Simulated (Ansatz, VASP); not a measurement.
One calculation of Y, two programs

INCAR

```
ALGO     = Normal         # electronic algorithm
EDIFF    = 1E-6           # SCF threshold, eV
ENCUT    = 520            # plane-wave cutoff, eV
GGA      = CA             # functional
ISIF     = 2              # what is computed and relaxed
ISMEAR   = -1             # smearing method
LASPH    = True           # aspherical terms in the spheres
LCHARG   = False          # write CHGCAR
LREAL    = False          # projectors in reciprocal space
LWAVE    = False          # write WAVECAR
NBANDS   = 18             # bands
NELM     = 80             # most SCF steps
PREC     = Accurate       # precision mode
SIGMA    = 0.08           # smearing width, eV
```

The input KPOINTS:

```
k-points
0
Gamma
  12 12 7
```

The input POSCAR:

```
Y
1.0
    3.6995507901      0.0000000000      0.0000000000
   -1.8497753950      3.2039049668      0.0000000000
    0.0000000000      0.0000000000      5.8230323575
Y
2
Direct
    0.3333333333      0.6666666667      0.2500000000
    0.6666666667      0.3333333333      0.7500000000
```

Input for Ansatz:

```yaml
crystal:
  lattice:
    - [3.6995507901, 0.0, 0.0]
    - [-1.849775395, 3.2039049668, 0.0]
    - [0.0, 0.0, 5.8230323575]
  atoms:
    - { symbol: "Y", position: [0.3333333333, 0.6666666667, 0.25] }
    - { symbol: "Y", position: [0.6666666667, 0.3333333333, 0.75] }
kpoints:
  mp_grid: { grid: [12, 12, 7] }
  band_path:
    path:
      - [0.0, 0.0, 0.0]
      - [0.5, 0.0, 0.0]
      - [0.3333333333, 0.3333333333, 0.0]
      - [0.0, 0.0, 0.0]
      - [0.0, 0.0, 0.5]
      - [0.5, 0.0, 0.5]
      - [0.3333333333, 0.3333333333, 0.5]
      - [0.0, 0.0, 0.5]
      - [0.5, 0.0, 0.5]
    npoints: 5
scf:
  occupations: { method: fermi_dirac, width: 0.08 }
hamiltonian:
  xc: lda
  pseudopotentials: { kind: all_electron, lapw: { basis_error: 0.00025 } }
output:
  forces: true
  stress: true
  eigenvalues: true
```

Change from the starting cell: volume scaled by 1.04.

Alike in both runs: task single point; functional LDA; k mesh 12 × 12 × 7; occupations fermi-dirac, width 0.08 eV; no spin polarisation.

|  | VASP | Ansatz |
| --- | --- | --- |
| version | VASP 6.6.1 | Ansatz 0.2.0 |
| potentials or method | VASP PAW LDA potentials, release 64 (Y_sv), cutoff 520 eV | all-electron LAPW, scalar-relativistic |

```csv
,VASP,Ansatz,Ansatz less VASP
pressure (GPa),-5.2,-5.1,+0.07
"traceless stress, the component that is largest in VASP (GPa)",-0.39,-0.40,-0.003
```

LDA's correlation is that of Perdew and Zunger in VASP and of Perdew and Wang (1992) in Ansatz. Ansatz ran all-electron here, and VASP with PAW potentials.
